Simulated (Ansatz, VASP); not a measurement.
# One calculation of In2SbAs, two programs

```
As In Sb
1.0
    -3.17591    3.17591    6.32754
     3.17591   -3.17591    6.32754
     3.17591    3.17591   -6.32754
As In Sb
2 4 2
Cartesian
  0.0000 0.0000 0.0000
  3.1759 0.0000 3.1638
  1.7292 1.5880 4.7457
  -1.5880 1.7292 7.9094
  1.4468 1.5880 -1.5819
  1.5880 -1.7292 7.9094
  0.0000 0.0000 6.3275
  0.0000 3.1759 3.1638
```

Alike in both runs: task single point; functional PBE; k mesh 6 × 6 × 6; occupations fermi-dirac, width 0.02 eV; no spin polarisation.

|  | VASP | Ansatz |
| --- | --- | --- |
| version | VASP 6.6.1 | Ansatz 0.2.0 |
| potentials or method | VASP PAW PBE potentials, release 64 (As, In_d, Sb) | plane waves, PAW |
| plane-wave cutoff (eV) | 520 | 420 |
| valence electrons in the cell | 72 | 112 |

Ansatz gave:

- pressure (GPa): 1.4
- rms of the force components (eV/Å): 0.004

Estimate VASP's values.

pressure (GPa): 1.4; rms of the force components (eV/Å): 0.001.

The functional is the same, so the differences come from potentials, cutoffs and numerics. VASP's potentials hold 72 valence electrons a cell and Ansatz's 112, so a difference there can come from the potentials and not from the codes.

Spin-orbit coupling is off throughout.
